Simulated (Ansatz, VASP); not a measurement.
**SiC in VASP and in Ansatz**

Contents of POSCAR:

```
SiC
1.0
    1.2669330465      0.7314641355      7.1782545300
   -1.2669330465      0.7314641355      7.1782545300
    0.0000000000     -1.4629282710      7.1782545300
C Si
2 2
Direct
    0.1767202024      0.1767202024      0.1767202024
    0.8232797976      0.8232797976      0.8232797976
    0.7286037424      0.7286037424      0.7286037424
    0.2713962576      0.2713962576      0.2713962576
```

File INCAR.step1:

```
SYSTEM = SiC
PREC = Accurate
ENCUT = 520
ISMEAR = -1
SIGMA = 0.02
LREAL = .FALSE.
LASPH = .TRUE.
NELM = 60
NBANDS = 16
GGA = PE
ALGO = Normal
EDIFF = 1E-4
LWAVE = .TRUE.
LCHARG = .FALSE.
```

INCAR.step2

```
SYSTEM = SiC
PREC = Accurate
ENCUT = 520
EDIFF = 1E-6
ISMEAR = -1
SIGMA = 0.02
LREAL = .FALSE.
LASPH = .TRUE.
NELM = 60
ALGO = Normal
ISIF = 2
LWAVE = .FALSE.
LCHARG = .FALSE.
METAGGA = R2SCAN
LMIXTAU = .TRUE.
NBANDS = 16
ISTART = 1
```

Contents of KPOINTS:

```
regular mesh
0
G
  12 12 12
  0 0 0
```

Input for Ansatz:

```yaml
crystal:
  lattice:
    - [1.2669330465, 0.7314641355, 7.17825453]
    - [-1.2669330465, 0.7314641355, 7.17825453]
    - [0.0, -1.462928271, 7.17825453]
  atoms:
    - { symbol: C, position: [0.1767202024, 0.1767202024, 0.1767202024] }
    - { symbol: Si, position: [0.7286037424, 0.7286037424, 0.7286037424] }
    - { symbol: C, position: [0.8232797976, 0.8232797976, 0.8232797976] }
    - { symbol: Si, position: [0.2713962576, 0.2713962576, 0.2713962576] }
kpoints:
  mp_grid: { grid: [12, 12, 12] }
  band_path:
    path:
      - [0.0, 0.0, 0.0]
      - [0.5, 0.5, 0.5]
      - [0.8264109267, 0.1735890733, 0.5]
      - [0.5, -0.1735890733, 0.1735890733]
      - [0.5, 0.0, 0.0]
      - [0.3367945367, -0.3367945367, 0.0]
      - [0.6632054633, 0.0, 0.3367945367]
      - [0.5, 0.0, 0.5]
      - [0.646884917, 0.0, 0.353115083]
    npoints: 1
hamiltonian:
  xc: r2scan
scf:
  occupations: { method: fermi_dirac, width: 0.02 }
  n_extra_bands: 5
output:
  forces: true
  stress: true
  eigenvalues: true
```

Alike in both runs: task single point; functional r2SCAN; k mesh 12 × 12 × 12; occupations fermi-dirac, width 0.02 eV; no spin polarisation.

```csv
,VASP,Ansatz
version,VASP 6.6.1,Ansatz 0.2.0
potentials or method,"VASP PAW PBE potentials, release 64 (C, Si)","plane waves, PAW"
plane-wave cutoff (eV),520,500
valence electrons in the cell,16,16
```

```csv
,VASP,Ansatz,Ansatz less VASP
pressure (GPa),0.6,0.4,-0.27
rms of the force components (eV/Å),0.052,0.057,+0.0052
```

VASP's potentials were made for PBE, not for r2SCAN. With one functional, cell and mesh, what is left measures potentials, basis and numerics.
